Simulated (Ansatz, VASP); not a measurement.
# One calculation of TiAl, two programs

File POSCAR:

```
TiAl
1.0
    3.1790640000      0.0000000000      0.0000000000
    0.0000000000      3.1790640000      0.0000000000
    0.0000000000      0.0000000000      3.1790640000
Ti Al
1 1
Direct
    0.0000000000      0.0000000000      0.0000000000
    0.5000000000      0.5000000000      0.5000000000
```

Contents of INCAR.step1:

```
SYSTEM = TiAl
PREC     = Accurate       ! precision mode
ENCUT    = 600            ! plane-wave cutoff, eV
EDIFF    = 1E-5           ! SCF threshold, eV
ISMEAR   = -1             ! smearing method
SIGMA    = 0.05           ! smearing width, eV
LREAL    = .FALSE.        ! projectors in reciprocal space
LASPH    = .TRUE.         ! aspherical terms in the spheres
NELM     = 60             ! most SCF steps
ALGO     = Normal         ! electronic algorithm
LWAVE    = .TRUE.         ! write WAVECAR
LCHARG   = .FALSE.        ! write CHGCAR
GGA      = PE             ! functional
NBANDS   = 14             ! bands
```

Contents of INCAR.step2:

```
SYSTEM = TiAl
PREC     = Accurate       ! precision mode
ENCUT    = 600            ! plane-wave cutoff, eV
EDIFF    = 1E-7           ! SCF threshold, eV
ISMEAR   = -1             ! smearing method
SIGMA    = 0.05           ! smearing width, eV
LREAL    = .FALSE.        ! projectors in reciprocal space
LASPH    = .TRUE.         ! aspherical terms in the spheres
NELM     = 60             ! most SCF steps
ALGO     = Normal         ! electronic algorithm
ISIF     = 3              ! what is computed and relaxed
LWAVE    = .FALSE.        ! write WAVECAR
LCHARG   = .FALSE.        ! write CHGCAR
GGA      = PE             ! functional
LHFCALC  = .TRUE.         ! exact exchange
AEXX     = 1.0            ! exact-exchange fraction
ALDAC    = 0.0          
AGGAC    = 0.0          
PRECFOCK = Normal       
IBRION   = 2              ! ionic algorithm
NSW      = 60             ! ionic steps
EDIFFG   = -0.01          ! ionic threshold
ISTART   = 1
```

KPOINTS

```
Automatic mesh
0
G
  4 4 4
  0 0 0
```

The input input.yaml:

```yaml
crystal:
  lattice:
    - [3.179064, 0.0, 0.0]
    - [0.0, 3.179064, 0.0]
    - [0.0, 0.0, 3.179064]
  atoms:
    - { symbol: Ti, position: [0.0, 0.0, 0.0] }
    - { symbol: Al, position: [0.5, 0.5, 0.5] }
hamiltonian:
  xc: hf
  pseudopotentials: { kind: paw }
kpoints:
  mp_grid: { grid: [4, 4, 4] }
scf:
  occupations: { method: fermi_dirac, width: 0.05 }
output:
  forces: true
  stress: true
  eigenvalues: true
relax:
  f_tol: 0.01
  max_steps: 40
  cell: { stress_tol: 0.05 }
```

Alike in both runs: task relaxation of cell and atoms; functional HF; k mesh 4 × 4 × 4; occupations fermi-dirac, width 0.05 eV; no spin polarisation.

```csv
,VASP,Ansatz
version,VASP 6.6.1,Ansatz 0.2.0
potentials or method,"VASP PAW PBE potentials, release 64 (Ti_sv, Al)",Ansatz PAW
plane-wave cutoff (eV),600,420
valence electrons in the cell,15,15
```

VASP gave:

* gap on the k mesh at the Fermi level, each at its own relaxed structure (eV): none
* relaxed volume (Å³/atom): 16.81
* relaxed length of the cell vector where the two differ most in proportion (Å): 3.227

Problem. Which values does Ansatz return?

Solution. gap on the k mesh at the Fermi level, each at its own relaxed structure (eV): none; relaxed volume (Å³/atom): 16.44; relaxed length of the cell vector where the two differ most in proportion (Å): 3.204.

VASP's potentials were made for PBE, not for HF. A gap of «none» marks a metal or a gap that the smearing closes.

The k mesh is coarse, so the values compare programs but aren't converged. Noted on Ansatz's run: the plane-wave basis is chosen anew once the cell has moved, so the energies of steps on either side of that aren't comparable.
